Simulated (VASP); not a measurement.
# Be (Cmmm) in VASP: single point with PBE

Aim: the single point of Be with PBE.

Everything below comes from runs of VASP 6.6.1. Logs are shortened: lines on timing, memory, paths and dates and some standing lists are left out, and cuts for length are marked.

### 1 The cell of the first run

The structure is orthorhombic, space group Cmmm (No. 65). Conventional cell: a = 2.140 Å, b = 3.726 Å, c = 2.425 Å, α = 90.00°, β = 90.00°, γ = 90.00°. Be (site symmetry mmm) has 8 Be at 2.14 to 2.43 Å within 2.8 Å.

The cell was generated, and may not be a known phase.

### 2 Single point, PBE

File INCAR:

```
ALGO = Normal ; EDIFF = 1E-7
ENCUT = 520 ; GGA = PE
ISIF = 2 ; ISMEAR = 0
LASPH = T ; LCHARG = F
LREAL = F ; LWAVE = F
NBANDS = 9 ; NELM = 80
PREC = Accurate ; SIGMA = 0.1
```

File KPOINTS:

```
k-points
0
Gamma
  8 8 8
```

File POSCAR:

```
Be
1.0
   -1.0697894539      1.8630010748      2.4252812231
    1.0697894539     -1.8630010748      2.4252812231
    1.0697894539      1.8630010748     -2.4252812231
Be
2
Direct
    0.7500095581      0.2500095581      0.5000000000
    0.2499904419      0.7499904419      0.5000000000
```

Potentials or basis: VASP PAW PBE potentials, release 64 (Be).

Run with:

```
$ cat potpaw_PBE.64/Be/POTCAR > POTCAR
$ mpirun -np 1 vasp_std > vasp.out
```

OUTCAR:

```text
EDIFF = 1E-7
   ENCUT = 520
   GGA = PE
   ISIF = 2
   ISMEAR = 0
   LASPH = T
   LREAL = F
   NELM = 80
   PREC = Accurate

 ion  position               nearest neighbor table
   1  0.750  0.250  0.500-   2 2.15   2 2.15   2 2.15   2 2.15
   2  0.250  0.750  0.500-   1 2.15   1 2.15   1 2.15   1 2.15

  LATTYP: Found a body centered orthorhombic cell.
 ALAT       =     2.1395789078
 B/A-ratio  =     1.7414651715
 C/A-ratio  =     2.2670640604

  Lattice vectors:

 A1 = (  -1.0697894539,   1.8630010748,   2.4252812231)
 A2 = (   1.0697894539,  -1.8630010748,   2.4252812231)
 A3 = (   1.0697894539,   1.8630010748,  -2.4252812231)

Analysis of symmetry for initial positions (statically):
=====================================================================
 Subroutine PRICEL returns:
 Original cell was already a primitive cell.

 Routine SETGRP: Setting up the symmetry group for a
 body centered orthorhombic supercell.

 Subroutine GETGRP returns: Found  8 space group operations
 (whereof  8 operations were pure point group operations)
 out of a pool of  8 trial point group operations.

The static configuration has the point symmetry D_2h.

Analysis of symmetry for dynamics (positions and initial velocities):
=====================================================================
 Subroutine PRICEL returns:
 Original cell was already a primitive cell.

 Routine SETGRP: Setting up the symmetry group for a
 body centered orthorhombic supercell.

 Subroutine GETGRP returns: Found  8 space group operations
 (whereof  8 operations were pure point group operations)
 out of a pool of  8 trial point group operations.

The dynamic configuration has the point symmetry D_2h.

 Subroutine INISYM returns: Found  8 space group operations
 (whereof  8 operations are pure point group operations),
 and found     1 'primitive' translations

----------------------------------------------------------------------------------------

                                     Primitive cell

  volume of cell :      19.3345

  direct lattice vectors                    reciprocal lattice vectors
    -1.069789454  1.863001075  2.425281223     0.000000000  0.268384172  0.206161659
     1.069789454 -1.863001075  2.425281223     0.467381687  0.000000000  0.206161659
     1.069789454  1.863001075 -2.425281223     0.467381687  0.268384172  0.000000000

  length of vectors
     3.239940044  3.239940044  3.239940044     0.338426791  0.510830961  0.538957981

  position of ions in fractional coordinates (direct lattice)
     0.750009558  0.250009558  0.500000000
     0.249990442  0.749990442  0.500000000

  ion indices of the primitive-cell ions
   primitive index   ion index
                 1           1
                 2           2

----------------------------------------------------------------------------------------

 KPOINTS: k-points

Automatic generation of k-mesh.
 Grid dimensions read from file:
 generate k-points for:    8    8    8

 Generating k-lattice:

  Cartesian coordinates                     Fractional coordinates (reciprocal lattice)
     0.000000000  0.033548021  0.025770207     0.125000000  0.000000000  0.000000000
     0.058422711  0.000000000  0.025770207     0.000000000  0.125000000  0.000000000
     0.058422711  0.033548021  0.000000000     0.000000000  0.000000000  0.125000000

  Length of vectors
     0.042303349  0.063853870  0.067369748

  Shift w.r.t. Gamma in fractional coordinates (k-lattice)
     0.000000000  0.000000000  0.000000000

 Subroutine IBZKPT returns following result:
 ===========================================

 Found     95 irreducible k-points:

 Following reciprocal coordinates:
            Coordinates               Weight
  0.000000  0.000000  0.000000      1.000000
  0.125000 -0.000000  0.000000      4.000000
  0.250000 -0.000000  0.000000      4.000000
  0.375000 -0.000000  0.000000      4.000000
  0.500000 -0.000000  0.000000      2.000000
 -0.000000  0.125000  0.000000      4.000000
[... 16 lines left out ...]
  0.125000  0.375000  0.000000      8.000000
  0.250000  0.375000  0.000000      8.000000
 [... further k-points ...]
   k-points           NKPTS =     95   k-points in BZ     NKDIM =     95   number of bands    NBANDS=      9
   number of dos      NEDOS =    301   number of ions     NIONS =      2
   total plane-waves  NPLWV =  13824
   dimension x,y,z NGX =    24 NGY =   24 NGZ =   24
   dimension x,y,z NGXF=    48 NGYF=   48 NGZF=   48
   ions per type =               2
   NGX,Y,Z   is equivalent  to a cutoff of  12.31, 12.31, 12.31 a.u.
   NGXF,Y,Z  is equivalent  to a cutoff of  24.63, 24.63, 24.63 a.u.
 SYSTEM =  unknown system
   PREC   = accura    normal or accurate (medium, high low for compatibility)
   ISTART =      0    job   : 0-new  1-cont  2-samecut
   ICHARG =      2    charge: 1-file 2-atom 10-const
   ISPIN  =      1    spin polarized calculation?
   LNONCOLLINEAR =      F non collinear calculations
   LSORBIT =      F    spin-orbit coupling
   LASPH  =      T    aspherical Exc in radial PAW
   ENCUT  =  520.0 eV  38.22 Ry    6.18 a.u.   6.02  6.02  6.02*2*pi/ulx,y,z
   NELM   =     80;   NELMIN=  2; NELMDL= -5     # of ELM steps
   EDIFF  = 0.1E-06   stopping-criterion for ELM
   LREAL  =      F    real-space projection
   EDIFFG = 0.1E-05   stopping-criterion for IOM
   NSW    =      0    number of steps for IOM
   IBRION =     -1    ionic relax: 0-MD 1-quasi-New 2-CG
   NFREE  =      0    steps in history (QN), initial steepest desc. (CG)
   ISIF   =      2    stress and relaxation
   ISYM   =      2    0-nonsym 1-usesym 2-fastsym
   POTIM  = 0.5000    time-step for ionic-motion
   TEBEG  =    0.0;   TEEND  =   0.0 temperature during run
   PSTRESS=    0.0 pullay stress
   NELECT =       4.0000    total number of electrons
   NUPDOWN=      -1.0000    fix difference up-down
   EMIN   =  10.00;   EMAX   =-10.00  energy-range for DOS
   EFERMI =   0.00;   METHOD = LEGACY
   ISMEAR =     0;   SIGMA  =   0.10  broadening in eV -4-tet -1-fermi 0-gaus
   EFERMI_NEDOS =   21; number of points for ismear=-14 and -15
   IALGO  =     38    algorithm
   IMIX   =      4    mixing-type and parameters
     AMIX     =   0.40;   BMIX     =  1.00
     AMIX_MAG =   1.60;   BMIX_MAG =  1.00
  volume/ion in A,a.u.               =       9.67        65.24
  Fermi-wavevector in a.u.,A,eV,Ry     =   0.968241  1.829711 12.755345  0.937491
  Thomas-Fermi vector in A             =   2.098194
   LORBIT       =      0    0 simple, 1 ext, 2 COOP (PROOUT), +10 PAW based schemes
   GGA     = PE    functional components
   LHFCALC =     F    Hartree Fock is set to
   AEXX    =    0.0000 exact exchange contribution
   IVDW    =     0    specifies the selected vdW correction
   LEPSILON=     F    determine dielectric tensor
   LRPA    =     F    only Hartree local field effects (RPA)
 non-spin polarized calculation
 Gauss-broadening in eV      SIGMA  =   0.10
  energy-cutoff  :      520.00
  volume of cell :       19.33
 maximum number of plane-waves:       530
   NGX = 13   NGY = 13   NGZ = 13

 number of electron       4.0000000 magnetization

 Free energy of the ion-electron system (eV)
  ---------------------------------------------------
  ext. energy  EPLUGINS =         0.00000000
  ---------------------------------------------------
  free energy    TOTEN  =        -6.51898107 eV

  energy without entropy =       -6.51577877  energy(sigma->0) =       -6.51737992

 E-fermi :   4.7635     XC(G=0):  -9.8819

 val. band max:        4.7587370293   @ k =   0.3750   0.5000   0.0000
 cond. band min:       4.8102294622   @ k =   0.5000  -0.2500   0.1250
 fundamental gap:      0.0514924329
 Fermi energy:         4.7635123719

 k-point     1 :       0.0000    0.0000    0.0000
  band No.  band energies     occupation
      1      -4.7581      2.00000
      2       4.9201      0.02675
      3       8.4358      0.00000
      4      12.7517      0.00000
      5      13.3404      0.00000
      6      13.5567      0.00000
      7      20.3221      0.00000
      8      21.1379      0.00000
      9      25.1138      0.00000

 k-point     2 :       0.1250   -0.0000    0.0000
  band No.  band energies     occupation
      1      -4.5512      2.00000
      2       4.3072      2.00000
      3       7.5752      0.00000
      4      12.8089      0.00000
      5      13.4761      0.00000
      6      14.9874      0.00000
      7      21.1152      0.00000
      8      21.1656      0.00000
      9      24.8371      0.00000

 k-point     3 :       0.2500   -0.0000    0.0000
  band No.  band energies     occupation
      1      -3.9298      2.00000
      2       2.4769      2.00000
      3       7.2842      0.00000
      4      11.3295      0.00000
      5      14.3856      0.00000
      6      18.8619      0.00000
      7      21.2868      0.00000
      8      21.4579      0.00000
      9      23.8978      0.00000

 k-point     4 :       0.3750   -0.0000    0.0000
  band No.  band energies     occupation
      1      -2.8927      2.00000
      2       0.3854      2.00000
      3       7.7497      0.00000
      4       9.8590      0.00000
      5      15.8101      0.00000
      6      19.7673      0.00000
      7      21.5824      0.00000
      8      22.9149      0.00000
      9      23.3570      0.00000
[... 205 lines left out ...]
 k-point    22 :      -0.0000    0.3750    0.0000
  band No.  band energies     occupation
      1      -0.5936      2.00000
      2       6.1305      0.00000
      3       7.9624      0.00000
      4      10.7960      0.00000
      5      11.4476      0.00000
      6      14.5720      0.00000
      7      18.4608      0.00000
      8      18.6763      0.00000
      9      20.4920      0.00000

 k-point    23 :       0.1250    0.3750    0.0000
  band No.  band energies     occupation
      1       0.0840      2.00000
      2       4.8955      0.06201
      3       7.6306      0.00000
      4       9.7243      0.00000
      5      11.5058      0.00000
      6      14.8955      0.00000
      7      19.2898      0.00000
      8      19.9864      0.00000
      9      20.1977      0.00000

 k-point    24 :       0.2500    0.3750    0.0000
  band No.  band energies     occupation
      1       1.1349      2.00000
      2       3.2545      2.00000
      3       7.6507      0.00000
      4       8.2854      0.00000
      5      13.1040      0.00000
      6      14.8012      0.00000
      7      19.7623      0.00000
      8      20.3419      0.00000
      9      21.9189      0.00000

 [... further k-points ...]

------------------------ aborting loop because EDIFF is reached ----------------------------------------

  FORCE on cell =-STRESS in cart. coord.  units (eV):
  Direction    XX          YY          ZZ          XY          YZ          ZX
  --------------------------------------------------------------------------------------
  -------------------------------------------------------------------------------------
  Total        0.0248277      0.0178948      0.0029412     -0.0000000      0.0000000      0.0000000
  in kB        2.0573769      1.4828704      0.2437263     -0.0000000      0.0000000      0.0000000
  external PRESSURE =       1.2613245 kB  Pullay stress =       0.0000000 kB

 VOLUME and BASIS-vectors are now :
 -----------------------------------------------------------------------------
  energy-cutoff  :      520.00
  volume of cell :       19.33
      direct lattice vectors                 reciprocal lattice vectors
    -1.069789454  1.863001075  2.425281223     0.000000000  0.268384172  0.206161659
     1.069789454 -1.863001075  2.425281223     0.467381687  0.000000000  0.206161659
     1.069789454  1.863001075 -2.425281223     0.467381687  0.268384172  0.000000000

 POSITION                                       TOTAL-FORCE (eV/Angst)
 -----------------------------------------------------------------------------------
      0.00000      1.86300      1.21269         0.000000     -0.000000     -0.000237
      1.06979      0.00000      1.21259        -0.000000      0.000000      0.000237
 -----------------------------------------------------------------------------------
    total drift:                                0.000000      0.000000     -0.000000

  FREE ENERGIE OF THE ION-ELECTRON SYSTEM (eV)
  ---------------------------------------------------
  free  energy   TOTEN  =        -6.5189810654 eV

  energy  without entropy=       -6.5157787669  energy(sigma->0) =       -6.51737992
```

It took 18 s on 1 thread of Intel Xeon 8259CL, shared host; peak memory 0.14 GiB.

What came out:

| Quantity | Value |
| --- | --- |
| Free energy | -6.5190 eV |
| Pressure | 0.1 GPa |
| Band gap on the k mesh | zero (bands 2 and 3 overlap by 5.92 eV) |

Caveat: the k points lie up to 0.40 Å⁻¹ apart, too coarse for converged energies and pressures of a metal.

The gap in the log of VASP goes by the Fermi energy; the results here count the filled bands.